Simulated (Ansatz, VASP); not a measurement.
# One calculation of As, two programs

```
As
1.0
     3.59278    0.00000    0.00000
    -1.79639    3.09596    0.00000
     0.00000    0.00000   26.41564
As
2
Direct
  0.33320 0.66640 0.32066
  0.66680 0.33360 0.37240
```

Change from the starting cell: uniaxial_x strain +0.5%.

Alike in both runs: task single point; functional HSE06; k mesh 6 × 6 × 1; no spin polarisation.

```csv
,VASP,Ansatz
version,VASP 6.6.1,Ansatz 0.2.0
potentials or method,"VASP PAW PBE potentials, release 64 (As)","plane waves, PAW"
plane-wave cutoff (eV),520,420
occupations,"gaussian, width 0.01 eV",fixed
valence electrons in the cell,10,30
```

```csv
,VASP,Ansatz,Ansatz less VASP
gap on the k mesh at the Fermi level (eV),2.29,2.27,-0.016
rms of the force components (eV/Å),0.049,0.052,+0.0026
```

Atom by atom the forces differ by 0.003 eV/Å (rms over components). VASP's potentials hold 10 valence electrons a cell and Ansatz's 30, so a difference there can come from the potentials and not from the codes. Ansatz's warnings: stress exchange threshold loose, stress scf threshold loose.
